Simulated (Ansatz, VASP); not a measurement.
**One calculation of BP, two programs**

File INCAR:

```
ALGO = Normal
EDIFF = 1E-6
EDIFFG = -0.002
ENCUT = 600
GGA = PS
IBRION = 2
ISIF = 3
ISMEAR = -1
LASPH = True
LCHARG = False
LREAL = False
LWAVE = False
NELM = 60
NSW = 100
PREC = Accurate
SIGMA = 0.08
```

File KPOINTS:

```
k-points
0
Gamma
  12 12 12
```

File POSCAR:

```
BP
1.0
    2.2690000000      2.2690000000      0.0000000000
   -2.2690000000      2.2690000000      0.0000000000
    0.0000000000      2.2690000000      2.2690000000
B P
1 1
Direct
    0.0000000000      0.0000000000      0.0000000000
    0.7500000000      0.2500000000      0.5000000000
```

Input for Ansatz:

```yaml
crystal:
  lattice:
    - [2.269, 2.269, 0.0]
    - [-2.269, 2.269, 0.0]
    - [0.0, 2.269, 2.269]
  atoms:
    - { symbol: B, position: [0.0, 0.0, 0.0] }
    - { symbol: P, position: [0.75, 0.25, 0.5] }
kpoints:
  mp_grid: { grid: [12, 12, 12] }
scf:
  occupations: { method: fermi_dirac, width: 0.08 }
hamiltonian:
  xc: pbesol
  pseudopotentials: { kind: paw }
relax:
  f_tol: 0.002
  max_steps: 80
  cell: {}
output:
  forces: true
  stress: true
```

Alike in both runs: task relaxation of cell and atoms; functional PBEsol; k mesh 12 × 12 × 12; occupations fermi-dirac, width 0.08 eV; no spin polarisation.

|  | VASP | Ansatz |
| --- | --- | --- |
| version | VASP 6.6.1 | Ansatz 0.2.0 |
| potentials or method | VASP PAW PBE potentials, release 64 (B, P) | PAW with Ansatz's default frozen-core files, scalar-relativistic |
| plane-wave cutoff (eV) | 600 | 420 |
| valence electrons in the cell | 8 | 8 |

VASP gave:

```
relaxed volume (Å³/atom)                                     : 11.55
relaxed cell length with the largest relative difference (Å) : 3.197
```

Q: What did Ansatz give for the same quantities?

A: Relaxed volume (Å³/atom): 11.54; relaxed cell length with the largest relative difference (Å): 3.196.

VASP's potentials were made for PBE, not for PBEsol.
